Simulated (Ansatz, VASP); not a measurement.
# Two plane-wave programs on NaCl

```xyz
2
Lattice="3.5069 0.0000 0.0000 0.0000 3.5069 0.0000 0.0000 0.0000 3.5069" Properties=species:S:1:pos:R:3 pbc="T T T"
Na    0.0000    0.0000    0.0000
Cl    1.7534    1.7534    1.7534
```

Alike in both runs: task single point; functional PBE; k mesh 8 × 8 × 8; occupations gaussian, width 0.05 eV; no spin polarisation.

```csv
,VASP,Ansatz
version,VASP 6.6.1,Ansatz 0.2.0
potentials or method,"VASP PAW PBE potentials, release 64 (Na_pv, Cl), cutoff 520 eV","scalar-relativistic, plane waves, PAW"
valence electrons in the cell,14,16
```

```tsv
	VASP	Ansatz	Ansatz less VASP
gap on the k mesh at the Fermi level (eV)	3.97	3.97	0.000
least direct gap on the mesh (eV)	4.45	4.45	0.000
pressure (GPa)	0.0	0.0	+0.05
```

The functional is the same, so the differences come from potentials, cutoffs and numerics. VASP's potentials hold 14 valence electrons a cell and Ansatz's 16, so a difference there can come from the potentials and not from the codes.
